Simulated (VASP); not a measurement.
Write the native input for VASP 6.6.1 that does the following.

| Property | Result |
| --- | --- |
| Task | single point |
| Functional | PBE |
| Potentials or basis | VASP PAW PBE potentials, release 64 (Sc_sv, Al, P) |
| Cutoff | 520 eV |
| k mesh | 4 × 4 × 2 |
| Occupations | gaussian, width 0.2 eV |
| Spin | no spin polarisation |
| Dipole correction | no |
| Further INCAR settings | ALGO = Normal; EDIFF = 1e-06; NBANDS = 52 |

The structure of Sc3AlP lies in POSCAR:

```
Sc3AlP
1.0
    4.8591427828      0.0000000000      0.0000000000
    0.0000000000      4.8591427828      0.0000000000
    0.0000000000      0.0000000000      9.7182855656
Sc Al P
6 2 2
Direct
    0.5000000000      0.0000000000      0.0000000000
    0.5000000000      0.0000000000      0.5000000000
    0.0000000000      0.5000000000      0.0000000000
    0.0000000000      0.5000000000      0.5000000000
    0.0000000000      0.0000000000      0.2500000000
    0.0000000000      0.0000000000      0.7500000000
    0.5000000000      0.5000000000      0.2500000000
    0.5000000000      0.5000000000      0.7500000000
    0.0000000000      0.0000000000      0.0000000000
    0.0000000000      0.0000000000      0.5000000000
```

One way to write it, as run:

INCAR

```
SYSTEM = Sc3AlP
PREC = Accurate ; ENCUT = 520
EDIFF = 1E-6 ; ISMEAR = 0
SIGMA = 0.2 ; LREAL = .False.
LASPH = .True. ; NELM = 100
ALGO = Normal ; ISIF = 2
LWAVE = .False. ; LCHARG = .False.
GGA = PE ; NBANDS = 52
```

KPOINTS

```
regular mesh
0
Gamma
  4 4 2
  0 0 0
```

Potentials or basis: VASP PAW PBE potentials, release 64 (Sc_sv, Al, P).

Command:

```sh
$ cat potpaw_PBE.64/Sc_sv/POTCAR potpaw_PBE.64/Al/POTCAR potpaw_PBE.64/P/POTCAR > POTCAR
$ mpirun -np 1 vasp_std > vasp.out
```

Results of the run:

```yaml
Pressure: 0.1 GPa
Band_gap_on_the_k_mesh: zero (band 41 reaches 5.07 eV, above the bottom of band 42 at 3.78 eV)
```

Run time: 96 s on 1 thread of Intel(R) Xeon(R) Platinum 8488C (Sapphire Rapids), on a shared host, peak memory 0.35 GiB.
